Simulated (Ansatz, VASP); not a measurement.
## One calculation of GeS, two programs

INCAR

```
PREC = Accurate
ENCUT = 500
EDIFF = 1E-6
ISMEAR = 0
SIGMA = 0.05
LREAL = False
LASPH = True
NELM = 120
ALGO = Normal
ISIF = 2
LWAVE = False
LCHARG = False
GGA = PE
NBANDS = 50
GGA_COMPAT = False
```

KPOINTS

```
regular mesh
0
Gamma
  4 8 6
```

Contents of POSCAR:

```
GeS
1.0
   10.5109987457      0.0000000000      0.0000000000
    0.0000000000      3.6678294942      0.0000000000
    0.0000000000      0.0000000000      4.4504162674
Ge S
4 4
Direct
    0.1259048197      0.2500000000      0.1349203576
    0.8740951803      0.7500000000      0.8650796424
    0.3740951803      0.7500000000      0.6349203576
    0.6259048197      0.2500000000      0.3650796424
    0.8471176922      0.2500000000      0.5025596800
    0.1528823078      0.7500000000      0.4974403200
    0.6528823078      0.7500000000      0.0025596800
    0.3471176922      0.2500000000      0.9974403200
```

Input for Ansatz:

```yaml
crystal:
  lattice:
    - [10.5109987457, 0.0, 0.0]
    - [0.0, 3.6678294942, 0.0]
    - [0.0, 0.0, 4.4504162674]
  atoms:
    - { symbol: Ge, position: [0.1259048197, 0.25, 0.1349203576] }
    - { symbol: Ge, position: [0.8740951803, 0.75, 0.8650796424] }
    - { symbol: Ge, position: [0.3740951803, 0.75, 0.6349203576] }
    - { symbol: Ge, position: [0.6259048197, 0.25, 0.3650796424] }
    - { symbol: S, position: [0.8471176922, 0.25, 0.50255968] }
    - { symbol: S, position: [0.1528823078, 0.75, 0.49744032] }
    - { symbol: S, position: [0.6528823078, 0.75, 0.00255968] }
    - { symbol: S, position: [0.3471176922, 0.25, 0.99744032] }
basis:
  ecutwfc: 420
kpoints:
  mp_grid: { grid: [4, 8, 6] }
hamiltonian:
  xc: pbe
scf:
  occupations: { method: gaussian, width: 0.05 }
output:
  forces: true
  stress: true
  eigenvalues: true
  write_density: true
  write_potential: true
  elf: true
  volumetric_format: npy
```

Change from the starting cell: strain -0.0250 x Voigt [1, 0, 0, 0, 0, 0], atoms carried along.

Alike in both runs: task single point; functional PBE; k mesh 4 × 8 × 6; occupations gaussian, width 0.05 eV; no spin polarisation.

|  | VASP | Ansatz |
| --- | --- | --- |
| version | VASP 6.6.1 | Ansatz 0.2.0 |
| potentials or method | VASP PAW PBE potentials, release 64 (Ge_d, S), cutoff 500 eV | scalar-relativistic, plane waves, PAW |
| valence electrons in the cell | 80 | 80 |

Ansatz gave:

* gap on the k mesh at the Fermi level (eV): 1.29
* least direct gap on the mesh (eV): 1.46
* pressure (GPa): 1.5
* traceless stress, the component that is largest in VASP (GPa): 1.66
* rms of the force components (eV/Å): 0.152

Which values does VASP return?

gap on the k mesh at the Fermi level (eV): 1.30; least direct gap on the mesh (eV): 1.45; pressure (GPa): 1.5; traceless stress, the component that is largest in VASP (GPa): 1.64; rms of the force components (eV/Å): 0.151.

Atom by atom the forces differ by 0.003 eV/Å (rms over components).
